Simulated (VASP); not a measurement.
# Nb (Fm-3m) in VASP: further runs

Nb is run at these levels: r2SCAN; tasks: single point.

All numbers are computed with VASP 6.6.1; they aren't measurements. Logs are shortened: lines on timing, memory, paths and dates and some standing lists are left out, and cuts for length are marked.

### Step 1. The cell of the first run

The structure is cubic, space group Fm-3m (No. 225). The conventional cell has a = 4.019 Å, b = 4.019 Å, c = 4.019 Å, α = 90.00°, β = 90.00°, γ = 90.00°. Nb (site symmetry m-3m) has 12 Nb at 2.84 Å within 3.7 Å.

### Step 2. Single point, r2SCAN (strain -0.050 along x and y, -0.050 along z)

Contents of POSCAR:

```
Nb
1.0
    0.0000000000      2.0092500000      2.0092500000
    2.0092500000      0.0000000000      2.0092500000
    2.0092500000      2.0092500000      0.0000000000
Nb
1
Direct
    0.0000000000      0.0000000000      0.0000000000
```

Contents of INCAR.step1:

```
SYSTEM = Nb
  PREC = Accurate
  ENCUT = 520
  ISMEAR = 0
  SIGMA = 0.15
  LREAL = .False.
  LASPH = .True.
  NELM = 80
  NBANDS = 12
  GGA = PE
  ALGO = Normal
  EDIFF = 1E-4
  LWAVE = .True.
  LCHARG = .False.
```

Contents of INCAR.step2:

```
SYSTEM = Nb
  PREC = Accurate
  ENCUT = 520
  EDIFF = 1E-7
  ISMEAR = 0
  SIGMA = 0.15
  LREAL = .False.
  LASPH = .True.
  NELM = 80
  ALGO = Normal
  ISIF = 2
  LWAVE = .False.
  LCHARG = .False.
  METAGGA = R2SCAN
  LMIXTAU = .True.
  NBANDS = 12
  ISTART = 1
```

Contents of KPOINTS:

```
regular mesh
0
Gamma
  20 20 20
  0 0 0
```

Potentials or basis: VASP PAW PBE potentials, release 64 (Nb_sv).

Run with:

```bash
> cat potpaw_PBE.64/Nb_sv/POTCAR > POTCAR
> cp INCAR.step1 INCAR
> mpirun -np 1 vasp_std > vasp.out
> cp INCAR.step2 INCAR
> mpirun -np 1 vasp_std > vasp.out
```

OUTCAR:

```text
SYSTEM = Nb
   PREC = Accurate
   ENCUT = 520
   EDIFF = 1E-7
   ISMEAR = 0
   LREAL = .False.
   LASPH = .True.
   NELM = 80
   ISIF = 2
   METAGGA = R2SCAN
   ISTART = 1

 ion  position               nearest neighbor table
   1  0.000  0.000  0.000-

  LATTYP: Found a face centered cubic cell.
 ALAT       =     4.0185000000

  Lattice vectors:

 A1 = (   0.0000000000,   2.0092500000,   2.0092500000)
 A2 = (   2.0092500000,   0.0000000000,   2.0092500000)
 A3 = (   2.0092500000,   2.0092500000,   0.0000000000)

Analysis of symmetry for initial positions (statically):
=====================================================================
 Subroutine PRICEL returns:
 Original cell was already a primitive cell.

 Routine SETGRP: Setting up the symmetry group for a
 face centered cubic supercell.

 Subroutine GETGRP returns: Found 48 space group operations
 (whereof 48 operations were pure point group operations)
 out of a pool of 48 trial point group operations.

The static configuration has the point symmetry O_h .

Analysis of symmetry for dynamics (positions and initial velocities):
=====================================================================
 Subroutine PRICEL returns:
 Original cell was already a primitive cell.

 Routine SETGRP: Setting up the symmetry group for a
 face centered cubic supercell.

 Subroutine GETGRP returns: Found 48 space group operations
 (whereof 48 operations were pure point group operations)
 out of a pool of 48 trial point group operations.

The dynamic configuration has the point symmetry O_h .

 Subroutine INISYM returns: Found 48 space group operations
 (whereof 48 operations are pure point group operations),
 and found     1 'primitive' translations

----------------------------------------------------------------------------------------

                                     Primitive cell

  volume of cell :      16.2230

  direct lattice vectors                    reciprocal lattice vectors
     0.000000000  2.009250000  2.009250000    -0.248849073  0.248849073  0.248849073
     2.009250000  0.000000000  2.009250000     0.248849073 -0.248849073  0.248849073
     2.009250000  2.009250000  0.000000000     0.248849073  0.248849073 -0.248849073

  length of vectors
     2.841508600  2.841508600  2.841508600     0.431019238  0.431019238  0.431019238

  position of ions in fractional coordinates (direct lattice)
     0.000000000  0.000000000  0.000000000

  ion indices of the primitive-cell ions
   primitive index   ion index
                 1           1

----------------------------------------------------------------------------------------

 KPOINTS: regular mesh

Automatic generation of k-mesh.
 Grid dimensions read from file:
 generate k-points for:   20   20   20

 Generating k-lattice:

  Cartesian coordinates                     Fractional coordinates (reciprocal lattice)
    -0.012442454  0.012442454  0.012442454     0.050000000  0.000000000  0.000000000
     0.012442454 -0.012442454  0.012442454     0.000000000  0.050000000  0.000000000
     0.012442454  0.012442454 -0.012442454     0.000000000  0.000000000  0.050000000

  Length of vectors
     0.021550962  0.021550962  0.021550962

  Shift w.r.t. Gamma in fractional coordinates (k-lattice)
     0.000000000  0.000000000  0.000000000

 Subroutine IBZKPT returns following result:
 ===========================================

 Found    256 irreducible k-points:

 Following reciprocal coordinates:
            Coordinates               Weight
  0.000000  0.000000  0.000000      1.000000
  0.050000  0.000000  0.000000      8.000000
  0.100000  0.000000  0.000000      8.000000
  0.150000  0.000000  0.000000      8.000000
  0.200000  0.000000  0.000000      8.000000
  0.250000  0.000000  0.000000      8.000000
[... 16 lines left out ...]
 -0.400000  0.050000  0.000000     24.000000
 -0.350000  0.050000  0.000000     24.000000
 [... further k-points ...]
   k-points           NKPTS =    256   k-points in BZ     NKDIM =    256   number of bands    NBANDS=     12
   number of dos      NEDOS =    301   number of ions     NIONS =      1
   total plane-waves  NPLWV =  13824
   dimension x,y,z NGX =    24 NGY =   24 NGZ =   24
   dimension x,y,z NGXF=    48 NGYF=   48 NGZF=   48
   ions per type =               1
   NGX,Y,Z   is equivalent  to a cutoff of  14.04, 14.04, 14.04 a.u.
   NGXF,Y,Z  is equivalent  to a cutoff of  28.08, 28.08, 28.08 a.u.
 SYSTEM =  Nb
   PREC   = accura    normal or accurate (medium, high low for compatibility)
   ISTART =      1    job   : 0-new  1-cont  2-samecut
   ICHARG =      0    charge: 1-file 2-atom 10-const
   ISPIN  =      1    spin polarized calculation?
   LNONCOLLINEAR =      F non collinear calculations
   LSORBIT =      F    spin-orbit coupling
   LASPH  =      T    aspherical Exc in radial PAW
   ENCUT  =  520.0 eV  38.22 Ry    6.18 a.u.   5.28  5.28  5.28*2*pi/ulx,y,z
   NELM   =     80;   NELMIN=  2; NELMDL=  0     # of ELM steps
   EDIFF  = 0.1E-06   stopping-criterion for ELM
   LREAL  =      F    real-space projection
   EDIFFG = 0.1E-05   stopping-criterion for IOM
   NSW    =      0    number of steps for IOM
   IBRION =     -1    ionic relax: 0-MD 1-quasi-New 2-CG
   NFREE  =      0    steps in history (QN), initial steepest desc. (CG)
   ISIF   =      2    stress and relaxation
   ISYM   =      2    0-nonsym 1-usesym 2-fastsym
   POTIM  = 0.5000    time-step for ionic-motion
   TEBEG  =    0.0;   TEEND  =   0.0 temperature during run
   PSTRESS=    0.0 pullay stress
   NELECT =      13.0000    total number of electrons
   NUPDOWN=      -1.0000    fix difference up-down
   EMIN   =  10.00;   EMAX   =-10.00  energy-range for DOS
   EFERMI =   0.00;   METHOD = LEGACY
   ISMEAR =     0;   SIGMA  =   0.15  broadening in eV -4-tet -1-fermi 0-gaus
   EFERMI_NEDOS =   21; number of points for ismear=-14 and -15
   IALGO  =     38    algorithm
   IMIX   =      4    mixing-type and parameters
     AMIX     =   0.40;   BMIX     =  1.00
     AMIX_MAG =   1.60;   BMIX_MAG =  1.00
  volume/ion in A,a.u.               =      16.22       109.48
  Fermi-wavevector in a.u.,A,eV,Ry     =   1.520589  2.873497 31.459286  2.312192
  Thomas-Fermi vector in A             =   2.629420
   LORBIT       =      0    0 simple, 1 ext, 2 COOP (PROOUT), +10 PAW based schemes
   METAGGA = R2SCAN    functional components
   LHFCALC =     F    Hartree Fock is set to
   AEXX    =    0.0000 exact exchange contribution
   IVDW    =     0    specifies the selected vdW correction
   LEPSILON=     F    determine dielectric tensor
   LRPA    =     F    only Hartree local field effects (RPA)
 non-spin polarized calculation
 Gauss-broadening in eV      SIGMA  =   0.15
  energy-cutoff  :      520.00
  volume of cell :       16.22
 maximum number of plane-waves:       448
 NGX is ok and might be reduce to    24
   NGX = 11   NGY = 11   NGZ = 11

 number of electron      13.0000001 magnetization

 Free energy of the ion-electron system (eV)
  ---------------------------------------------------
  ext. energy  EPLUGINS =         0.00000000
  ---------------------------------------------------
  free energy    TOTEN  =       -24.31085181 eV

  energy without entropy =      -24.29663076  energy(sigma->0) =      -24.30374128

 E-fermi :  13.1407     XC(G=0): -14.2354

 val. band max:       13.1396237675   @ k =   0.4500   0.1500   0.0000
 cond. band min:      13.1410207270   @ k =   0.4000   0.1000   0.0000
 fundamental gap:      0.0013969596
 Fermi energy:        13.1407495952

 k-point     1 :       0.0000    0.0000    0.0000
  band No.  band energies     occupation
      1     -43.3898      2.00000
      2     -17.6610      2.00000
      3     -17.6610      2.00000
      4     -17.6610      2.00000
      5       6.2598      2.00000
      6      13.1345      1.04700
      7      13.1345      1.04699
      8      13.1345      1.04699
      9      16.5311      0.00000
     10      16.5311      0.00000
     11      25.4658      0.00000
     12      31.4078      0.00000

 k-point     2 :       0.0500    0.0000    0.0000
  band No.  band energies     occupation
      1     -43.3808      2.00000
      2     -17.7143      2.00000
      3     -17.6672      2.00000
      4     -17.6672      2.00000
      5       6.3766      2.00000
      6      13.0340      1.68574
      7      13.1889      0.64992
      8      13.1889      0.64991
      9      16.4746      0.00000
     10      16.4746      0.00000
     11      25.7119      0.00000
     12      30.9062      0.00000

 k-point     3 :       0.1000    0.0000    0.0000
  band No.  band energies     occupation
      1     -43.3548      2.00000
      2     -17.8674      2.00000
      3     -17.6852      2.00000
      4     -17.6852      2.00000
      5       6.7124      2.00000
      6      12.7737      1.99946
      7      13.3358      0.06586
      8      13.3358      0.06585
      9      16.3372      0.00000
     10      16.3372      0.00000
     11      26.3867      0.00000
     12      29.8873      0.00000

 k-point     4 :       0.1500    0.0000    0.0000
  band No.  band energies     occupation
      1     -43.3139      2.00000
      2     -18.1013      2.00000
      3     -17.7131      2.00000
      4     -17.7131      2.00000
      5       7.2177      2.00000
      6      12.4572      2.00000
      7      13.5190      0.00036
      8      13.5190      0.00036
      9      16.2118      0.00000
     10      16.2118      0.00000
     11      27.1985      0.00000
     12      29.0125      0.00000

 k-point     5 :       0.2000    0.0000    0.0000
  band No.  band energies     occupation
      1     -43.2620      2.00000
      2     -18.3887      2.00000
      3     -17.7480      2.00000
      4     -17.7480      2.00000
      5       7.7970      2.00000
      6      12.2256      2.00000
      7      13.6372      0.00000
      8      13.6372      0.00000
      9      16.2382      0.00000
     10      16.2382      0.00000
     11      27.0947      0.00000
     12      29.3335      0.00000
[... 228 lines left out ...]
      1     -43.0077      2.00000
      2     -19.6274      2.00000
      3     -17.9407      2.00000
      4     -17.9195      2.00000
      5       8.5738      2.00000
      6      12.7486      1.99978
      7      13.0176      1.75424
      8      14.8736      0.00000
      9      18.9598      0.00000
     10      19.1423      0.00000
     11      25.5370      0.00000
     12      26.4048      0.00000

 k-point    22 :      -0.4500    0.0500    0.0000
  band No.  band energies     occupation
      1     -43.0109      2.00000
      2     -19.6125      2.00000
      3     -17.9477      2.00000
      4     -17.9085      2.00000
      5       8.5840      2.00000
      6      12.7798      1.99933
      7      13.0149      1.76472
      8      14.7981      0.00000
      9      18.7234      0.00000
     10      19.2489      0.00000
     11      25.4213      0.00000
     12      26.6723      0.00000

 k-point    23 :      -0.4000    0.0500    0.0000
  band No.  band energies     occupation
      1     -43.0327      2.00000
      2     -19.5112      2.00000
      3     -17.9421      2.00000
      4     -17.8865      2.00000
      5       8.6403      2.00000
      6      12.8938      1.98009
      7      13.0934      1.34478
      8      14.2765      0.00000
      9      18.1994      0.00000
     10      18.9958      0.00000
     11      25.2109      0.00000
     12      27.8535      0.00000

 k-point    24 :      -0.3500    0.0500    0.0000
  band No.  band energies     occupation
      1     -43.0707      2.00000
      2     -19.3316      2.00000
      3     -17.9241      2.00000
      4     -17.8556      2.00000
      5       8.7088      2.00000
      6      13.0732      1.47563
      7      13.2446      0.32754
      8      13.5061      0.00057
      9      17.5163      0.00000
     10      18.4775      0.00000
     11      25.3280      0.00000
     12      29.2630      0.00000

 [... further k-points ...]
[... 5 lines left out ...]
  --------------------------------------------------------------------------------------
  -------------------------------------------------------------------------------------
  Total        3.0566915      3.0566915      3.0566915      0.0000000     -0.0000000      0.0000000
  in kB      301.8771624    301.8771624    301.8771624      0.0000000     -0.0000000      0.0000000
  external PRESSURE =     301.8771624 kB  Pullay stress =       0.0000000 kB

 VOLUME and BASIS-vectors are now :
 -----------------------------------------------------------------------------
  energy-cutoff  :      520.00
  volume of cell :       16.22
      direct lattice vectors                 reciprocal lattice vectors
     0.000000000  2.009250000  2.009250000    -0.248849073  0.248849073  0.248849073
     2.009250000  0.000000000  2.009250000     0.248849073 -0.248849073  0.248849073
     2.009250000  2.009250000  0.000000000     0.248849073  0.248849073 -0.248849073

 POSITION                                       TOTAL-FORCE (eV/Angst)
 -----------------------------------------------------------------------------------
      0.00000      0.00000      0.00000         0.000000     -0.000000     -0.000000
 -----------------------------------------------------------------------------------
    total drift:                                0.000000      0.000000     -0.000000

  FREE ENERGIE OF THE ION-ELECTRON SYSTEM (eV)
  ---------------------------------------------------
  free  energy   TOTEN  =       -24.3108518121 eV

  energy  without entropy=      -24.2966307554  energy(sigma->0) =      -24.30374128
```

Wall time 3.8 min (1 thread of Intel Xeon Platinum 8259CL at 2.50GHz (Skylake/Cascade Lake), shared host); peak memory 0.18 GiB.

What came out:

* Free energy: -24.3109 eV
* Pressure: 30.2 GPa

Caveat: the cell differs from its parent crystal (strain -0.050 along x and y, -0.050 along z); the PAW data sets were made with another functional, which shifts forces and pressure a little.

### Step 3. Single point, r2SCAN (strain -0.025 along x and y, -0.025 along z)

Contents of POSCAR:

```
Nb
1.0
    0.0000000000      2.0621250000      2.0621250000
    2.0621250000      0.0000000000      2.0621250000
    2.0621250000      2.0621250000      0.0000000000
Nb
1
Direct
    0.0000000000      0.0000000000      0.0000000000
```

Contents of INCAR.step1:

```
PREC = Accurate
ENCUT = 520
ISMEAR = 0
SIGMA = 0.15
LREAL = False
LASPH = True
NELM = 80
NBANDS = 12
GGA = PE
ALGO = Normal
EDIFF = 1E-4
LWAVE = True
LCHARG = False
```

Contents of INCAR.step2:

```
PREC = Accurate
ENCUT = 520
EDIFF = 1E-6
ISMEAR = 0
SIGMA = 0.15
LREAL = False
LASPH = True
NELM = 80
ALGO = Normal
ISIF = 2
LWAVE = False
LCHARG = False
METAGGA = R2SCAN
LMIXTAU = True
NBANDS = 12
ISTART = 1
```

Contents of KPOINTS:

```
Automatic mesh
0
Gamma
  20 20 20
```

Potentials or basis: VASP PAW PBE potentials, release 64 (Nb_sv).

Run with:

```bash
> cat potpaw_PBE.64/Nb_sv/POTCAR > POTCAR
> cp INCAR.step1 INCAR
> mpirun -np 1 vasp_std > vasp.out
> cp INCAR.step2 INCAR
> mpirun -np 1 vasp_std > vasp.out
```

Run time: 3.7 min. Hardware: 1 thread of Intel Xeon Platinum 8259CL at 2.50GHz (Skylake/Cascade Lake), shared host; peak memory 0.18 GiB.

The run converged. Its results:

```yaml
Free_energy: -24.4794 eV
Pressure: 11.8 GPa
```

Levels at points of the mesh, in eV from the Fermi level:
```csv
k point,band 4,band 5,band 6,band 7,band 8,band 9
"(0.00, 0.00, 0.00)",-31.06,-6.76,0.08,0.08,0.08,3.16
"(0.50, 0.00, 0.00)",-31.25,-4.34,-0.10,-0.10,1.54,5.31
"(0.50, 0.50, 0.00)",-31.60,-4.66,-3.90,4.09,5.36,5.90
```

Caveat: the cell differs from its parent crystal (strain -0.025 along x and y, -0.025 along z); the PAW data sets were made with another functional, which shifts forces and pressure a little.
